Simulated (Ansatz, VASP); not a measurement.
# Ta2N in VASP and in Ansatz

```
Ta N
1.0
     3.11286    0.00000    0.00000
    -1.55643    2.69582    0.00000
     0.00000    0.00000    4.86984
Ta N
2 1
Direct
  0.33333 0.66667 0.25471
  0.66667 0.33333 0.74529
  0.00000 0.00000 0.00000
```

Alike in both runs: functional r2SCAN; k mesh 10 × 10 × 6; occupations fermi-dirac, width 0.05 eV; no spin polarisation; Hubbard terms Ta d U = 5.0 eV.

|  | VASP | Ansatz |
| --- | --- | --- |
| version | VASP 6.6.1 | Ansatz 0.2.0 |
| potentials or method | VASP PAW PBE potentials, release 64 (Ta_pv, N) | Ansatz PAW |
| plane-wave cutoff (eV) | 520 | 500 |
| valence electrons in the cell | 27 | 31 |
| task | single point | band structure |

VASP gave:

```
gap on the k mesh at the Fermi level (eV)                     : none
pressure (GPa)                                                : 10.1
traceless stress, the component that is largest in VASP (GPa) : 4.98
rms of the force components (eV/Å)                            : 0.363
```

Which values does Ansatz return?

gap on the k mesh at the Fermi level (eV): none; pressure (GPa): -1.6; traceless stress, the component that is largest in VASP (GPa): 6.16; rms of the force components (eV/Å): 0.131.

VASP's potentials were made for PBE, not for r2SCAN. The programs project onto different local orbitals, so the same U acts differently, and such runs can settle in different states. Atom by atom the forces differ by 0.232 eV/Å (rms over components). A gap of «none» marks a metal or a gap that the smearing closes. VASP's potentials hold 27 valence electrons a cell and Ansatz's 31, so a difference there can come from the potentials and not from the codes.

Spin-orbit coupling is off throughout.
